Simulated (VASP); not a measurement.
Crystal: PbS (Galena).

```
Pb S
1.0
     0.00000    3.00478    3.00478
     3.00478    0.00000    3.00478
     3.00478    3.00478    0.00000
Pb S
1 1
Direct
  0.00000 0.00000 0.00000
  0.50000 0.50000 0.50000
```

Base run:

| Property | Result |
| --- | --- |
| Program | VASP 6.6.1 |
| Functional | r2SCAN |
| Potentials or basis | VASP PAW PBE potentials, release 64 (Pb_d, S) |
| Cutoff | 520 eV |
| k mesh | 8 × 8 × 8 |
| Occupations | fermi-dirac, width 0.05 eV |
| Spin | no spin polarisation |

Its results: band gap on the k mesh 0.76 eV, direct; pressure -1.0 GPa.

Problem. After a change of settings the same cell gave: band gap on the k mesh 1.63 eV, direct; pressure -1.3 GPa. Which change was it?
A. functional from r2SCAN to PBEsol; dispersion from none to D4
B. functional from r2SCAN to PBE; further incar settings from ALGO = Normal; EDIFF = 1e-07; NBANDS = 17 to ALGO = Normal; EDIFF = 1e-06; NBANDS = 17
C. further incar settings from ALGO = Normal; EDIFF = 1e-07; NBANDS = 17 to ALGO = Normal; EDIFF = 1e-06; NBANDS = 17; dispersion from none to rVV10
D. functional from r2SCAN to PBE0; k mesh from 8 × 8 × 8 to 4 × 4 × 4

Solution. D.

Caveats: some runs use coarse meshes; the PAW data sets were made with another functional, which shifts forces and pressure a little; spin-orbit coupling is left out, which moves the levels of the heavy elements.
